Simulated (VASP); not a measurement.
Set up this calculation in VASP 6.6.1, as the native input.

* Task: single point
* Functional: PBEsol
* Potentials or basis: VASP PAW PBE potentials, release 64 (Li_sv, O, Nb_sv)
* Cutoff: 520 eV
* k mesh: 6 × 6 × 1
* Occupations: gaussian, width 0.05 eV
* Spin: no spin polarisation
* Dipole correction: yes
* Further INCAR settings: LREAL = Auto; ALGO = Normal; EDIFF = 1e-06; NBANDS = 88

The structure of Li3Nb2O6 lies in POSCAR:

```
Li3Nb2O6
1.0
    5.1951977330      0.0000000000      0.0000000000
   -2.5975988665      4.4991732145      0.0000000000
    0.0000000000      0.0000000000     25.1187403668
Li O Nb
6 12 4
Direct
    0.3333333333      0.6666666667      0.2985818513
    0.0000000000      0.0000000000      0.3250081364
    0.0000000000      0.0000000000      0.4867868574
    0.6666666667      0.3333333333      0.5132131426
    0.6666666667      0.3333333333      0.6749918636
    0.3333333333      0.6666666667      0.7014181487
    0.3621923835      0.3790052278      0.3619274348
    0.6209947722      0.9831871558      0.3619274348
    0.0168128442      0.6378076165      0.3619274348
    0.6378076165      0.6209947722      0.4498675591
    0.3790052278      0.0168128442      0.4498675591
    0.9831871558      0.3621923835      0.4498675591
    0.0288590502      0.7123385611      0.5501324409
    0.2876614389      0.3165204891      0.5501324409
    0.6834795109      0.9711409498      0.5501324409
    0.3044742831      0.9543281056      0.6380725652
    0.0456718944      0.3501461776      0.6380725652
    0.6498538224      0.6955257169      0.6380725652
    0.6666666667      0.3333333333      0.3933683848
    0.3333333333      0.6666666667      0.4184266090
    0.3333333333      0.6666666667      0.5815733910
    0.0000000000      0.0000000000      0.6066316152
```

The input as run:

INCAR

```
ALGO = Normal
DIPOL = 0.5 0.5 0.500
EDIFF = 1E-6
ENCUT = 520
GGA = PS
IDIPOL = 3
ISIF = 2
ISMEAR = 0
LASPH = True
LCHARG = False
LDIPOL = True
LREAL = Auto
LWAVE = False
NBANDS = 88
NELM = 80
PREC = Accurate
SIGMA = 0.05
```

KPOINTS

```
k-points
0
Gamma
  6 6 1
```

Potentials or basis: VASP PAW PBE potentials, release 64 (Li_sv, O, Nb_sv).

Launch:

```sh
$ cat potpaw_PBE.64/Li_sv/POTCAR potpaw_PBE.64/O/POTCAR potpaw_PBE.64/Nb_sv/POTCAR > POTCAR
$ mpirun -np 1 vasp_std > vasp.out
```

It gave:

| Property | Result |
| --- | --- |
| Largest force | 1.365 eV/Å |
| Band gap on the k mesh | zero (bands 71 and 72 overlap by 0.56 eV) |

Caveat: the PAW data sets were made with another functional, which shifts forces and pressure a little.

Run time: 16 min on 1 thread of Intel(R) Xeon(R) Platinum 8259CL CPU @ 2.50GHz (Skylake/Cascade Lake), on a shared host, peak memory 0.77 GiB.
